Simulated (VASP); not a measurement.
Wanted: the native input for a VASP 6.6.1 run.

| Item | Value |
| --- | --- |
| Task | single point |
| Functional | PBE |
| Potentials or basis | VASP PAW PBE potentials, release 64 (Ca_sv, Al, O) |
| Cutoff | 520 eV |
| k mesh | 4 × 4 × 4 |
| Occupations | gaussian, width 0.1 eV |
| Spin | no spin polarisation |
| Dipole correction | no |
| Further INCAR settings | ALGO = Normal; EDIFF = 1e-06; NBANDS = 23 |

The structure of CaAl4O lies in POSCAR:

```
CaAl4O
1.0
    0.0000000000      3.6744808100      3.6744808100
    3.6744808100      0.0000000000      3.6744808100
    3.6744808100      3.6744808100      0.0000000000
Ca Al O
1 4 1
Direct
    0.0000000000      0.0000000000      0.0000000000
    0.8706559800      0.3764480100      0.3764480100
    0.3764480100      0.3764480100      0.3764480100
    0.3764480100      0.8706559800      0.3764480100
    0.3764480100      0.3764480100      0.8706559800
    0.7500000000      0.7500000000      0.7500000000
```

These files were run (other wordings do the same):

INCAR

```
  PREC = Accurate
  ENCUT = 520
  EDIFF = 1E-6
  ISMEAR = 0
  SIGMA = 0.1
  LREAL = F
  LASPH = T
  NELM = 60
  ALGO = Normal
  ISIF = 2
  LWAVE = F
  LCHARG = F
  GGA = PE
  NBANDS = 23
```

KPOINTS

```
Automatic mesh
0
Gamma
  4 4 4
```

Potentials or basis: VASP PAW PBE potentials, release 64 (Ca_sv, Al, O).

Run with:

```bash
$ cat potpaw_PBE.64/Ca_sv/POTCAR potpaw_PBE.64/Al/POTCAR potpaw_PBE.64/O/POTCAR > POTCAR
$ mpirun -np 1 vasp_std > vasp.out
```

It gave:

The pressure is 11.9 GPa. The largest force is 0.744 eV/Å and the band gap on the k mesh is zero (band 14 reaches 6.08 eV, above the bottom of band 15 at 5.60 eV).

Caveat: the k points lie up to 0.37 Å⁻¹ apart.

Run time: 11 s on 1 thread of Intel(R) Xeon(R) 6975P-C (Granite Rapids), with other jobs on the host, peak memory 0.24 GiB.
